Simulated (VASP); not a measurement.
# Zn (Fmmm) in VASP: single point with r2SCAN

Aim: the single point of Zn with r2SCAN.

Everything below comes from runs of VASP 6.6.1. Logs are shortened: lines on timing, memory, paths and dates and some standing lists are left out, and cuts for length are marked.

### Step 1. The cell of the first run

It takes space group Fmmm (No. 69, orthorhombic). Conventional cell: a = 2.585 Å, b = 4.469 Å, c = 5.180 Å, α = 90.00°, β = 90.00°, γ = 90.00°. Zn (site symmetry mmm) has 14 Zn at 2.58 to 3.42 Å within 3.5 Å.

### Step 2. Single point, r2SCAN

POSCAR

```
Zn
1.0
    0.0000000000      2.2345441192      2.5902049858
    1.2924996449      0.0000000000      2.5902049858
    1.2924996449      2.2345441192      0.0000000000
Zn
1
Direct
    0.0000000000      0.0000000000      0.0000000000
```

INCAR.step1

```
ALGO     = Normal         # electronic algorithm
EDIFF    = 1E-5           # SCF threshold, eV
ENCUT    = 550            # plane-wave cutoff, eV
GGA      = PE             # functional
GGA_COMPAT= F            
ISMEAR   = 0              # smearing method
LASPH    = T              # aspherical terms in the spheres
LCHARG   = F              # write CHGCAR
LREAL    = F              # projectors in reciprocal space
LWAVE    = T              # write WAVECAR
NBANDS   = 12             # bands
NELM     = 120            # most SCF steps
PREC     = Accurate       # precision mode
SIGMA    = 0.1            # smearing width, eV
```

INCAR.step2

```
ALGO     = Normal         # electronic algorithm
EDIFF    = 1E-6           # SCF threshold, eV
ENCUT    = 550            # plane-wave cutoff, eV
GGA_COMPAT= F            
ISIF     = 2              # what is computed and relaxed
ISMEAR   = 0              # smearing method
ISTART   = 1            
LASPH    = T              # aspherical terms in the spheres
LCHARG   = F              # write CHGCAR
LMIXTAU  = T            
LREAL    = F              # projectors in reciprocal space
LWAVE    = F              # write WAVECAR
METAGGA  = R2SCAN         # meta-GGA
NBANDS   = 12             # bands
NELM     = 120            # most SCF steps
PREC     = Accurate       # precision mode
SIGMA    = 0.1            # smearing width, eV
```

KPOINTS

```
k-points
0
Gamma
  26 26 26
```

Potentials or basis: VASP PAW PBE potentials, release 64 (Zn).

On the command line:

```bash
$ cat potpaw_PBE.64/Zn/POTCAR > POTCAR
$ cp INCAR.step1 INCAR
$ mpirun -np 1 vasp_std > vasp.out
$ cp INCAR.step2 INCAR
$ mpirun -np 1 vasp_std > vasp.out
```

OUTCAR:

```text
EDIFF = 1E-6
   ENCUT = 550
   ISIF = 2
   ISMEAR = 0
   ISTART = 1
   LASPH = T
   LREAL = F
   METAGGA = R2SCAN
   NELM = 120
   PREC = Accurate

 ion  position               nearest neighbor table
   1  0.000  0.000  0.000-

  LATTYP: Found a face centered orthorhombic cell.
 ALAT       =     2.5849992898
 B/A-ratio  =     1.7288547258
 C/A-ratio  =     2.0040276189

  Lattice vectors:

 A1 = (   0.0000000000,   2.2345441192,   2.5902049858)
 A2 = (   1.2924996449,   0.0000000000,   2.5902049858)
 A3 = (   1.2924996449,   2.2345441192,   0.0000000000)

Analysis of symmetry for initial positions (statically):
=====================================================================
 Subroutine PRICEL returns:
 Original cell was already a primitive cell.

 Routine SETGRP: Setting up the symmetry group for a
 face centered orthorhombic supercell.

 Subroutine GETGRP returns: Found  8 space group operations
 (whereof  8 operations were pure point group operations)
 out of a pool of  8 trial point group operations.

The static configuration has the point symmetry D_2h.

Analysis of symmetry for dynamics (positions and initial velocities):
=====================================================================
 Subroutine PRICEL returns:
 Original cell was already a primitive cell.

 Routine SETGRP: Setting up the symmetry group for a
 face centered orthorhombic supercell.

 Subroutine GETGRP returns: Found  8 space group operations
 (whereof  8 operations were pure point group operations)
 out of a pool of  8 trial point group operations.

The dynamic configuration has the point symmetry D_2h.

 Subroutine INISYM returns: Found  8 space group operations
 (whereof  8 operations are pure point group operations),
 and found     1 'primitive' translations

----------------------------------------------------------------------------------------

                                     Primitive cell

  volume of cell :      14.9618

  direct lattice vectors                    reciprocal lattice vectors
     0.000000000  2.234544119  2.590204986    -0.386847302  0.223759288  0.193034915
     1.292499645  0.000000000  2.590204986     0.386847302 -0.223759288  0.193034915
     1.292499645  2.234544119  0.000000000     0.386847302  0.223759288 -0.193034915

  length of vectors
     3.420869669  2.894774119  2.581422622     0.486807490  0.486807490  0.486807490

  position of ions in fractional coordinates (direct lattice)
     0.000000000  0.000000000  0.000000000

  ion indices of the primitive-cell ions
   primitive index   ion index
                 1           1

----------------------------------------------------------------------------------------

 KPOINTS: k-points

Automatic generation of k-mesh.
 Grid dimensions read from file:
 generate k-points for:   26   26   26

 Generating k-lattice:

  Cartesian coordinates                     Fractional coordinates (reciprocal lattice)
    -0.014878742  0.008606126  0.007424420     0.038461538  0.000000000  0.000000000
     0.014878742 -0.008606126  0.007424420     0.000000000  0.038461538  0.000000000
     0.014878742  0.008606126 -0.007424420     0.000000000  0.000000000  0.038461538

  Length of vectors
     0.018723365  0.018723365  0.018723365

  Shift w.r.t. Gamma in fractional coordinates (k-lattice)
     0.000000000  0.000000000  0.000000000

 Subroutine IBZKPT returns following result:
 ===========================================

 Found   2471 irreducible k-points:

 Following reciprocal coordinates:
            Coordinates               Weight
  0.000000  0.000000  0.000000      1.000000
  0.038462 -0.000000  0.000000      8.000000
  0.076923 -0.000000  0.000000      8.000000
  0.115385 -0.000000 -0.000000      8.000000
  0.153846 -0.000000 -0.000000      8.000000
  0.192308 -0.000000  0.000000      8.000000
[... 16 lines left out ...]
  0.346154  0.038462  0.000000      8.000000
  0.384615  0.038462  0.000000      8.000000
 [... further k-points ...]
   k-points           NKPTS =   2471   k-points in BZ     NKDIM =   2471   number of bands    NBANDS=     12
   number of dos      NEDOS =    301   number of ions     NIONS =      1
   total plane-waves  NPLWV =  13440
   dimension x,y,z NGX =    28 NGY =   24 NGZ =   20
   dimension x,y,z NGXF=    56 NGYF=   48 NGZF=   40
   ions per type =               1
   NGX,Y,Z   is equivalent  to a cutoff of  13.61, 13.78, 12.88 a.u.
   NGXF,Y,Z  is equivalent  to a cutoff of  27.21, 27.57, 25.76 a.u.
 SYSTEM =  unknown system
   PREC   = accura    normal or accurate (medium, high low for compatibility)
   ISTART =      1    job   : 0-new  1-cont  2-samecut
   ICHARG =      0    charge: 1-file 2-atom 10-const
   ISPIN  =      1    spin polarized calculation?
   LNONCOLLINEAR =      F non collinear calculations
   LSORBIT =      F    spin-orbit coupling
   LASPH  =      T    aspherical Exc in radial PAW
   ENCUT  =  550.0 eV  40.42 Ry    6.36 a.u.   6.54  5.54  4.94*2*pi/ulx,y,z
   NELM   =    120;   NELMIN=  2; NELMDL=  0     # of ELM steps
   EDIFF  = 0.1E-05   stopping-criterion for ELM
   LREAL  =      F    real-space projection
   EDIFFG = 0.1E-04   stopping-criterion for IOM
   NSW    =      0    number of steps for IOM
   IBRION =     -1    ionic relax: 0-MD 1-quasi-New 2-CG
   NFREE  =      0    steps in history (QN), initial steepest desc. (CG)
   ISIF   =      2    stress and relaxation
   ISYM   =      2    0-nonsym 1-usesym 2-fastsym
   POTIM  = 0.5000    time-step for ionic-motion
   TEBEG  =    0.0;   TEEND  =   0.0 temperature during run
   PSTRESS=    0.0 pullay stress
   NELECT =      12.0000    total number of electrons
   NUPDOWN=      -1.0000    fix difference up-down
   EMIN   =  10.00;   EMAX   =-10.00  energy-range for DOS
   EFERMI =   0.00;   METHOD = LEGACY
   ISMEAR =     0;   SIGMA  =   0.10  broadening in eV -4-tet -1-fermi 0-gaus
   EFERMI_NEDOS =   21; number of points for ismear=-14 and -15
   IALGO  =     38    algorithm
   IMIX   =      4    mixing-type and parameters
     AMIX     =   0.40;   BMIX     =  1.00
     AMIX_MAG =   1.60;   BMIX_MAG =  1.00
  volume/ion in A,a.u.               =      14.96       100.97
  Fermi-wavevector in a.u.,A,eV,Ry     =   1.521040  2.874350 31.477948  2.313564
  Thomas-Fermi vector in A             =   2.629809
   LORBIT       =      0    0 simple, 1 ext, 2 COOP (PROOUT), +10 PAW based schemes
   METAGGA = R2SCAN    functional components
   LHFCALC =     F    Hartree Fock is set to
   AEXX    =    0.0000 exact exchange contribution
   IVDW    =     0    specifies the selected vdW correction
   LEPSILON=     F    determine dielectric tensor
   LRPA    =     F    only Hartree local field effects (RPA)
 non-spin polarized calculation
 Gauss-broadening in eV      SIGMA  =   0.10
  energy-cutoff  :      550.00
  volume of cell :       14.96
 maximum number of plane-waves:       453
 NGX is ok and might be reduce to    28
   NGX = 13   NGY = 11   NGZ =  9

 number of electron      12.0000001 magnetization

 Free energy of the ion-electron system (eV)
  ---------------------------------------------------
  ext. energy  EPLUGINS =         0.00000000
  ---------------------------------------------------
  free energy    TOTEN  =        -8.86995106 eV

  energy without entropy =       -8.86897540  energy(sigma->0) =       -8.86946323

 E-fermi :   3.0180     XC(G=0): -12.6716

 val. band max:        3.0089328896   @ k =   0.5000  -0.2692   0.2308
 cond. band min:       3.0180481942   @ k =   0.4615  -0.2692   0.1923
 fundamental gap:      0.0091153047
 Fermi energy:         3.0179638164

 k-point     1 :       0.0000    0.0000    0.0000
  band No.  band energies     occupation
      1      -7.9248      2.00000
      2      -5.3911      2.00000
      3      -4.9596      2.00000
      4      -4.9407      2.00000
      5      -4.5782      2.00000
      6      -4.3850      2.00000
      7      14.9612      0.00000
      8      19.0130      0.00000
      9      23.3560      0.00000
     10      26.5629      0.00000
     11      28.0957      0.00000
     12      28.5246      0.00000

 k-point     2 :       0.0385   -0.0000    0.0000
  band No.  band energies     occupation
      1      -7.8671      2.00000
      2      -5.3828      2.00000
      3      -4.9561      2.00000
      4      -4.9388      2.00000
      5      -4.5849      2.00000
      6      -4.3898      2.00000
      7      14.8391      0.00000
      8      19.2174      0.00000
      9      23.0538      0.00000
     10      26.5525      0.00000
     11      27.2410      0.00000
     12      28.3253      0.00000

 k-point     3 :       0.0769   -0.0000    0.0000
  band No.  band energies     occupation
      1      -7.6951      2.00000
      2      -5.3596      2.00000
      3      -4.9688      2.00000
      4      -4.9086      2.00000
      5      -4.6042      2.00000
      6      -4.4032      2.00000
      7      14.5365      0.00000
      8      19.7474      0.00000
      9      22.3759      0.00000
     10      24.8748      0.00000
     11      26.6350      0.00000
     12      27.0653      0.00000

 k-point     4 :       0.1154   -0.0000   -0.0000
  band No.  band energies     occupation
      1      -7.4127      2.00000
      2      -5.3271      2.00000
      3      -4.9895      2.00000
      4      -4.8541      2.00000
      5      -4.6328      2.00000
      6      -4.4221      2.00000
      7      14.1623      0.00000
      8      20.3592      0.00000
      9      21.5419      0.00000
     10      22.8533      0.00000
     11      25.1589      0.00000
     12      26.4132      0.00000

 k-point     5 :       0.1538   -0.0000   -0.0000
  band No.  band energies     occupation
      1      -7.0299      2.00000
      2      -5.2957      2.00000
      3      -5.0029      2.00000
      4      -4.7820      2.00000
      5      -4.6610      2.00000
      6      -4.4438      2.00000
      7      13.7895      0.00000
      8      19.7938      0.00000
      9      20.5686      0.00000
     10      22.2444      0.00000
     11      23.7278      0.00000
     12      25.6436      0.00000
[... 228 lines left out ...]
      1      -6.0028      2.00000
      2      -5.2765      2.00000
      3      -4.9017      2.00000
      4      -4.6003      2.00000
      5      -4.4888      2.00000
      6      -4.4672      2.00000
      7      11.7099      0.00000
      8      14.9324      0.00000
      9      19.3622      0.00000
     10      21.9121      0.00000
     11      23.2547      0.00000
     12      26.8506      0.00000

 k-point    22 :       0.3077    0.0385   -0.0000
  band No.  band energies     occupation
      1      -5.7832      2.00000
      2      -5.3041      2.00000
      3      -4.7246      2.00000
      4      -4.5053      2.00000
      5      -4.4897      2.00000
      6      -4.1075      2.00000
      7      11.5261      0.00000
      8      12.8569      0.00000
      9      18.7111      0.00000
     10      20.9173      0.00000
     11      22.6392      0.00000
     12      28.1376      0.00000

 k-point    23 :       0.3462    0.0385    0.0000
  band No.  band energies     occupation
      1      -5.7365      2.00000
      2      -5.3490      2.00000
      3      -4.6121      2.00000
      4      -4.5083      2.00000
      5      -4.3827      2.00000
      6      -3.3900      2.00000
      7      10.8054      0.00000
      8      11.4977      0.00000
      9      18.1283      0.00000
     10      19.9982      0.00000
     11      22.1224      0.00000
     12      29.0281      0.00000

 k-point    24 :       0.3846    0.0385    0.0000
  band No.  band energies     occupation
      1      -5.7546      2.00000
      2      -5.3987      2.00000
      3      -4.5770      2.00000
      4      -4.4682      2.00000
      5      -4.2842      2.00000
      6      -2.4569      2.00000
      7       8.9441      0.00000
      8      11.4704      0.00000
      9      17.6266      0.00000
     10      19.1744      0.00000
     11      21.7189      0.00000
     12      29.2440      0.00000

 [... further k-points ...]
[... 5 lines left out ...]
  --------------------------------------------------------------------------------------
  -------------------------------------------------------------------------------------
  Total        0.0552366      0.0489868      0.0171607     -0.0000000      0.0000000      0.0000000
  in kB        5.9149860      5.2457350      1.8376447     -0.0000000      0.0000000      0.0000000
  external PRESSURE =       4.3327886 kB  Pullay stress =       0.0000000 kB

 VOLUME and BASIS-vectors are now :
 -----------------------------------------------------------------------------
  energy-cutoff  :      550.00
  volume of cell :       14.96
      direct lattice vectors                 reciprocal lattice vectors
     0.000000000  2.234544119  2.590204986    -0.386847302  0.223759288  0.193034915
     1.292499645  0.000000000  2.590204986     0.386847302 -0.223759288  0.193034915
     1.292499645  2.234544119  0.000000000     0.386847302  0.223759288 -0.193034915

 POSITION                                       TOTAL-FORCE (eV/Angst)
 -----------------------------------------------------------------------------------
      0.00000      0.00000      0.00000         0.000000      0.000000      0.000000
 -----------------------------------------------------------------------------------
    total drift:                               -0.000000     -0.000000     -0.000000

  FREE ENERGIE OF THE ION-ELECTRON SYSTEM (eV)
  ---------------------------------------------------
  free  energy   TOTEN  =        -8.8699510619 eV

  energy  without entropy=       -8.8689753998  energy(sigma->0) =       -8.86946323
```

Wall time 58 min (1 thread of Oxide Virtual Turin-like, shared host); peak memory 0.51 GiB.

Results:

- Free energy: -8.8700 eV
- Pressure: 0.4 GPa
- Band gap on the k mesh: zero (bands 6 and 7 overlap by 7.09 eV)

Caveat: the PAW data sets were made with another functional, which shifts forces and pressure a little.
